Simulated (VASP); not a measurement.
A run of VASP 6.6.1 is set up as follows.

The input INCAR:

```
SYSTEM = HfNbTe4
ALGO     = Normal         ! electronic algorithm
EDIFF    = 1E-6           ! SCF threshold, eV
ENCUT    = 500            ! plane-wave cutoff, eV
GGA      = PE             ! functional
GGA_COMPAT= .FALSE.      
ISIF     = 2              ! what is computed and relaxed
ISMEAR   = 0              ! smearing method
ISPIN    = 2              ! spin polarisation
LASPH    = .TRUE.         ! aspherical terms in the spheres
LCHARG   = .FALSE.        ! write CHGCAR
LMAXMIX  = 4              ! l up to which the mixer works
LORBIT   = 11             ! projections on sites
LREAL    = .FALSE.        ! projectors in reciprocal space
LWAVE    = .FALSE.        ! write WAVECAR
MAGMOM   = 0 1 0 0 0 0    ! initial moments
NBANDS   = 36             ! bands
NELM     = 200            ! most SCF steps
PREC     = Accurate       ! precision mode
SIGMA    = 0.1            ! smearing width, eV
```

The input KPOINTS:

```
k-points
0
G
  3 3 4
  0 0 0
```

POSCAR

```
HfNbTe4
1.0
    6.2427263682      0.0000000000      0.0000000000
   -3.1213631841      5.4063596238      0.0000000000
    0.0000000000      0.0000000000      4.9127313508
Hf Nb Te
1 1 4
Direct
    0.0000000000      0.0000000000      0.0000000000
    0.3333333333      0.6666666667      0.0000000000
    0.6666666667      0.3333333333      0.0000000000
    0.0164704742      0.5082352371      0.5000000000
    0.4917647629      0.5082352371      0.5000000000
    0.4917647629      0.9835295258      0.5000000000
```

Potentials or basis: VASP PAW PBE potentials, release 64 (Hf_pv, Nb_sv, Te).

Launch:

```sh
$ cat potpaw_PBE.64/Hf_pv/POTCAR potpaw_PBE.64/Nb_sv/POTCAR potpaw_PBE.64/Te/POTCAR > POTCAR
$ mpirun -np 1 vasp_std > vasp.out
```

(1) Estimate the site moments.

(2) What does it give for the net moment?

(3) What does it give for the largest force?

(4) What does it give for the pressure?

Answers

(1) Hf +0.25; Nb +0.21; Te +0.04, +0.01 (each value once) μB.

(2) 0.85 μB per cell.

(3) 0.005 eV/Å.

(4) -0.1 GPa.

Caveat: the k points lie up to 0.39 Å⁻¹ apart; a moment this small can come from the mesh or the smearing.
